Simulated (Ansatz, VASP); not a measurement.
## One calculation of CaSe, two programs

```
Ca Se
1.0
     3.63067   -0.00412   -0.00412
    -0.00412    3.63067   -0.00412
    -0.00412   -0.00412    3.63067
Ca Se
1 1
Direct
  0.00000 0.00000 0.00000
  0.50000 0.50000 0.50000
```

Change from the starting cell: shear_111 strain -0.3%.

Alike in both runs: task single point; functional PBE; k mesh 8 × 8 × 8; occupations fermi-dirac, width 0.02 eV; no spin polarisation.

|  | VASP | Ansatz |
| --- | --- | --- |
| version | VASP 6.6.1 | Ansatz 0.2.0 |
| potentials or method | VASP PAW PBE potentials, release 64 (Ca_sv, Se) | plane waves, PAW |
| plane-wave cutoff (eV) | 520 | 420 |
| valence electrons in the cell | 16 | 26 |

```tsv
	VASP	Ansatz	Ansatz less VASP
gap on the k mesh at the Fermi level (eV)	0.76	0.77	+0.008
pressure (GPa)	1.0	0.8	-0.17
```

VASP's potentials hold 16 valence electrons a cell and Ansatz's 26, so a difference there can come from the potentials and not from the codes.
